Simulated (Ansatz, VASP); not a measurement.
## One calculation of NbAl2F3, two programs

```xyz
6
Lattice="2.4351 1.4059 3.9496 -2.4351 1.4059 3.9496 0.0000 -2.8118 3.9496" Properties=species:S:1:pos:R:3 pbc="T T T"
Al    0.0000    0.0000    7.3786
Al    0.0000    0.0000    4.4703
Nb    0.0000    0.0000    0.0000
F    -1.2176    0.7030    1.9748
F     1.2176    0.7030    1.9748
F     0.0000   -1.4059    1.9748
```

Change from the starting cell: species swapped into the Tb2AlFe3 type (R-3m, No. 166).

Alike in both runs: task single point; functional PBE; k mesh 6 × 6 × 6; occupations gaussian, width 0.1 eV; no spin polarisation.

```csv
,VASP,Ansatz
version,VASP 6.6.1,Ansatz 0.2.0
potentials or method,"VASP PAW PBE potentials, release 64 (Al, Nb_sv, F), cutoff 520 eV","scalar-relativistic, plane waves, PAW"
valence electrons in the cell,40,40
```

```csv
,VASP,Ansatz,Ansatz less VASP
gap on the k mesh at the Fermi level (eV),none,none,-
pressure (GPa),-5.1,-4.9,+0.25
"traceless stress, the component that is largest in VASP (GPa)",-15.24,-15.24,+0.001
rms of the force components (eV/Å),0.186,0.187,+0.0009
```

Atom by atom the forces differ by 0.001 eV/Å (rms over components). A gap of «none» marks a metal or a gap that the smearing closes. The functional is the same, so the differences come from potentials, cutoffs and numerics.
